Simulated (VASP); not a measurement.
Input of a VASP 6.6.1 run:

INCAR

```
PREC     = Accurate       # precision mode
ENCUT    = 500            # plane-wave cutoff, eV
EDIFF    = 1E-6           # SCF threshold, eV
ISMEAR   = 0              # smearing method
SIGMA    = 0.05           # smearing width, eV
LREAL    = F              # projectors in reciprocal space
LASPH    = T              # aspherical terms in the spheres
NELM     = 200            # most SCF steps
ALGO     = Normal         # electronic algorithm
ISIF     = 2              # what is computed and relaxed
LWAVE    = F              # write WAVECAR
LCHARG   = F              # write CHGCAR
MAGMOM   = 0 0 0          # initial moments
LORBIT   = 11             # projections on sites
LSORBIT  = T              # spin-orbit coupling
GGA_COMPAT= F            
LORBMOM  = T            
GGA      = PE             # functional
NBANDS   = 21             # bands
```

Contents of KPOINTS:

```
regular mesh
0
Gamma
  12 12 12
```

File POSCAR:

```
Sr
1.0
    0.0000000000      3.0114111559      3.0114111559
    3.0114111559      0.0000000000      3.0114111559
    3.0114111559      3.0114111559      0.0000000000
Sr
1
Direct
    0.0000000000      0.0000000000      0.0000000000
```

Potentials or basis: VASP PAW PBE potentials, release 64 (Sr_sv).

Command:

```console
$ cat potpaw_PBE.64/Sr_sv/POTCAR > POTCAR
$ mpirun -np 1 vasp_ncl > vasp.out
```

Question: What does it give for the net moment?

Answer: 0.00 μB per cell.

Question: What does it give for the pressure?

Answer: 0.0 GPa.

Moments on the atoms (μB; x, y, z):
```
Sr  0.00 0.00 0.00
```
